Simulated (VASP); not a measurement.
A run of VASP 6.6.1:

INCAR

```
ALGO = Normal
DIPOL = 0.5 0.5 0.500
EDIFF = 1E-6
ENCUT = 520
GGA = CA
IDIPOL = 3
ISIF = 2
ISMEAR = 0
LASPH = T
LCHARG = F
LDIPOL = T
LREAL = F
LWAVE = F
NBANDS = 12
NELM = 100
PREC = Accurate
SIGMA = 0.02
```

File KPOINTS:

```
k-points
0
Gamma
  9 9 1
```

File POSCAR:

```
As
1.0
    3.3500000000      0.0000000000      0.0000000000
   -1.6750000000      2.9011851027      0.0000000000
    0.0000000000      0.0000000000     28.0000000000
As
2
Direct
    0.3333333333      0.6666666667      0.5105714286
    0.6666666667      0.3333333333      0.4894285714
```

Potentials or basis: VASP PAW LDA potentials, release 64 (As).

Command:

```bash
$ cat potpaw_LDA.64/As/POTCAR > POTCAR
$ mpirun -np 1 vasp_std > vasp.out
```

Hardware: 1 thread of Intel(R) Xeon(R) Platinum 8488C (Sapphire Rapids), on a shared host.

Estimate the wall time of this run.

It took 59 s on 1 thread of Intel(R) Xeon(R) Platinum 8488C (Sapphire Rapids), on a shared host, peak memory 0.3 GiB. Counts: scf iterations 20, k points 12.
